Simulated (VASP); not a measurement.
# TaN: electric field gradients with PBE

Crystal: TaN.

```
Ta N
1.0
     0.06537    2.21169    2.21169
     2.21169    0.06537    2.21169
     2.21169    2.21169    0.06537
Ta N
1 1
Direct
  0.50000 0.50000 0.50000
  0.00000 0.00000 0.00000
```

This cell differs from its parent crystal: equal xy, yz and zx shear strains of +3 %.

```
Program                : VASP 6.6.1
Task                   : electric field gradients
Functional             : PBE
Potentials or basis    : VASP PAW PBE potentials, release 64 (Ta_pv, N)
Cutoff                 : 520 eV
k mesh                 : 9 × 9 × 9
Occupations            : fermi-dirac, width 0.02 eV
Spin                   : no spin polarisation
Dipole correction      : no
Further INCAR settings : ALGO = Normal; EDIFF = 1e-08; NBANDS = 15
```

```
Pressure               : 15.9 GPa
Band gap on the k mesh : zero (band 8 reaches 11.34 eV, above the bottom of band 9 at 7.91 eV)
```

Stress tensor (GPa, compression positive):
```
15.87 -2.24 -2.24
-2.24 15.87 -2.24
-2.24 -2.24 15.87
```

Levels at points of the mesh, in eV from the Fermi level:
```csv
k point,band 6,band 7,band 8,band 9,band 10,band 11
"(0.00, 0.00, 0.00)",-3.70,-3.70,-2.58,-1.85,-1.85,0.21
```

Electric field gradients, principal values (V/Å²):
| atom | least | middle | greatest (by size) |
| --- | --- | --- | --- |
| 1 Ta | 0.774 | 0.774 | -1.547 |
| 2 N | -1.630 | -1.630 | 3.260 |

Run time: 14 s on 1 thread of Intel(R) Xeon(R) Platinum 8375C CPU @ 2.90GHz (Ice Lake) (shared host), peak memory 0.16 GiB.

Caveat: the cell differs from its parent crystal (equal xy, yz and zx shear strains of +3 %); without QUAD_EFG the Cq values of the log hold for a quadrupole moment of 1 mb, not for the nuclei; spin-orbit coupling is left out, which moves the levels of the heavy elements.
